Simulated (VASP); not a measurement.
A run of VASP 6.6.1 is set up as follows.

Contents of POSCAR:

```
SiC3
1.0
    2.6867817805      0.0000000000      0.0000000000
    0.0000000000      2.7964006874      0.0000000000
    0.0000000000      0.0000000000      4.0900436006
C Si
3 1
Direct
    0.5000000000      0.0000000000      0.7890873321
    0.5000000000      0.5000000000      0.0004461992
    0.0000000000      0.5000000000      0.2125516882
    0.0000000000      0.0000000000      0.4979147806
```

The input INCAR.step1:

```
ALGO = Normal ; EDIFF = 1E-4
ENCUT = 520 ; GGA = PE
ISMEAR = 0 ; LASPH = True
LCHARG = False ; LREAL = False
LWAVE = True ; NBANDS = 16
NELM = 80 ; PREC = Accurate
SIGMA = 0.01
```

The input INCAR.step2:

```
ALGO = Normal ; EDIFF = 1E-6
ENCUT = 520 ; ISIF = 2
ISMEAR = 0 ; ISTART = 1
LASPH = True ; LCHARG = True
LELF = True ; LMIXTAU = True
LREAL = False ; LVHAR = True
LWAVE = False ; METAGGA = R2SCAN
NBANDS = 16 ; NELM = 80
PREC = Accurate ; SIGMA = 0.01
```

KPOINTS

```
k-points
0
Gamma
  10 10 6
```

Potentials or basis: VASP PAW PBE potentials, release 64 (C, Si).

The run is started by

```console
$ cat potpaw_PBE.64/C/POTCAR potpaw_PBE.64/Si/POTCAR > POTCAR
$ cp INCAR.step1 INCAR
$ mpirun -np 1 vasp_std > vasp.out
$ cp INCAR.step2 INCAR
$ mpirun -np 1 vasp_std > vasp.out
```

Estimate the pressure.

12.2 GPa.

Estimate the largest force.

0.057 eV/Å.

What does it give for the band gap on the k mesh?

1.12 eV (least direct gap 1.67 eV).

Stress tensor (GPa, compression positive):
```
30.02  0.00  0.00
 0.00  0.90  0.00
 0.00  0.00  5.66
```

Caveat: the cell differs from its parent crystal (uniaxial x strain -3.9%); the cell stands under pressure; the PAW data sets were made with another functional, which shifts forces and pressure a little. A k mesh can miss the band edges.
